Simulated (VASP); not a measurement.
Wanted: the native input for a VASP 6.6.1 run.

```yaml
Task: single point
Functional: PBE
Potentials_or_basis: VASP PAW PBE potentials, release 64 (Mg, Be, Se, O)
Cutoff: 520 eV
k_mesh: 6 × 6 × 6
Occupations: gaussian, width 0.1 eV
Spin: no spin polarisation
Dipole_correction: no
Further_INCAR_settings: ALGO = Normal; EDIFF = 1e-07; NBANDS = 21
```

The structure of MgBe2SeO2 lies in POSCAR:

```
MgBe2SeO2
1.0
   -1.7184341902      1.7184341902      5.9430773787
    1.7184341902     -1.7184341902      5.9430773787
    1.7184341902      1.7184341902     -5.9430773787
Mg Be Se O
1 2 1 2
Direct
    0.0000000000      0.0000000000      0.0000000000
    0.7500000000      0.2500000000      0.5000000000
    0.2500000000      0.7500000000      0.5000000000
    0.5000000000      0.5000000000      0.0000000000
    0.2123762217      0.2123762217      0.0000000000
    0.7876237783      0.7876237783      0.0000000000
```

The cell was generated, and may not be a known phase.

The input as run:

INCAR

```
SYSTEM = MgBe2SeO2
PREC = Accurate ; ENCUT = 520
EDIFF = 1E-7 ; ISMEAR = 0
SIGMA = 0.1 ; LREAL = .FALSE.
LASPH = .TRUE. ; NELM = 100
ALGO = Normal ; ISIF = 2
LWAVE = .FALSE. ; LCHARG = .TRUE.
GGA = PE ; LELF = .TRUE.
LVHAR = .TRUE. ; NBANDS = 21
```

KPOINTS

```
regular mesh
0
G
  6 6 6
  0 0 0
```

Potentials or basis: VASP PAW PBE potentials, release 64 (Mg, Be, Se, O).

The run is started by

```console
$ cat potpaw_PBE.64/Mg/POTCAR potpaw_PBE.64/Be/POTCAR potpaw_PBE.64/Se/POTCAR potpaw_PBE.64/O/POTCAR > POTCAR
$ mpirun -np 1 vasp_std > vasp.out
```

Results of the run:

```
Pressure               : 0.2 GPa
Largest force          : 0.013 eV/Å
Band gap on the k mesh : 2.88 eV (least direct gap 3.38 eV)
```

It took 88 s on 1 thread of Intel(R) Xeon(R) Platinum 8488C (Sapphire Rapids), with other jobs on the host, peak memory 0.35 GiB.
